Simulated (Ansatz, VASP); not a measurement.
# Two plane-wave programs on SnTe

The input INCAR:

```
SYSTEM = SnTe
  PREC = Accurate
  ENCUT = 500
  EDIFF = 1E-7
  ISMEAR = -1
  SIGMA = 0.05
  LREAL = .FALSE.
  LASPH = .TRUE.
  NELM = 120
  ALGO = Normal
  ISIF = 3
  LWAVE = .FALSE.
  LCHARG = .FALSE.
  GGA = B5
  ALDAX = 1.0
  AGGAX = 1.0
  AGGAC = 1.0
  ALDAC = 0.0
  IVDW = 12
  VDW_S6 = 1.0
  VDW_S8 = 2.6996
  VDW_A1 = 0.4298
  VDW_A2 = 4.2359
  IBRION = 2
  NSW = 80
  EDIFFG = -0.01
  GGA_COMPAT = .FALSE.
  NELMIN = 4
```

File KPOINTS:

```
Automatic mesh
0
G
  4 4 4
  0 0 0
```

POSCAR

```
SnTe
1.0
    5.1069320000      0.0000000000      0.0000000000
    2.5534660000      4.4227328474      0.0000000000
    2.5534660000      1.4742442825      4.1697925170
Sn Te
1 1
Direct
    0.0000000000      0.0000000000      0.0000000000
    0.7500000000      0.7500000000      0.7500000000
```

Input for Ansatz:

```yaml
crystal:
  lattice:
    - [5.106932, 0.0, 0.0]
    - [2.5534660000000002, 4.42273284739967, 0.0]
    - [2.5534660000000002, 1.474244282466557, 4.169792517030393]
  atoms:
    - { symbol: Sn, position: [0.0, 0.0, 0.0] }
    - { symbol: Te, position: [0.75, 0.75, 0.75] }
kpoints:
  mp_grid:
    grid: [4, 4, 4]
hamiltonian:
  xc: blyp
  dispersion: d3bj
scf:
  occupations:
    method: fermi_dirac
    width: 0.05
relax:
  f_tol: 0.01
  cell: {}
```

Alike in both runs: task relaxation of cell and atoms; functional BLYP; dispersion D3(BJ); k mesh 4 × 4 × 4; occupations fermi-dirac, width 0.05 eV; no spin polarisation.

|  | VASP | Ansatz |
| --- | --- | --- |
| version | VASP 6.6.1 | Ansatz 0.2.0 |
| potentials or method | VASP PAW PBE potentials, release 64 (Sn_d, Te) | plane waves, PAW |
| plane-wave cutoff (eV) | 500 | 420 |
| valence electrons in the cell | 20 | 30 |

|  | VASP | Ansatz | Ansatz less VASP |
| --- | --- | --- | --- |
| relaxed volume (Å³/atom) | 45.73 | 45.71 | -0.019 |
| relaxed cell length with the largest relative difference (Å) | 5.057 | 5.056 | -0.0007 |

VASP's potentials were made for PBE, not for BLYP. VASP's potentials hold 20 valence electrons a cell and Ansatz's 30, so a difference there can come from the potentials and not from the codes. Ansatz's warnings: dispersion switch in reach, relaxed geometry near dispersion switch.

Spin-orbit coupling is off throughout.
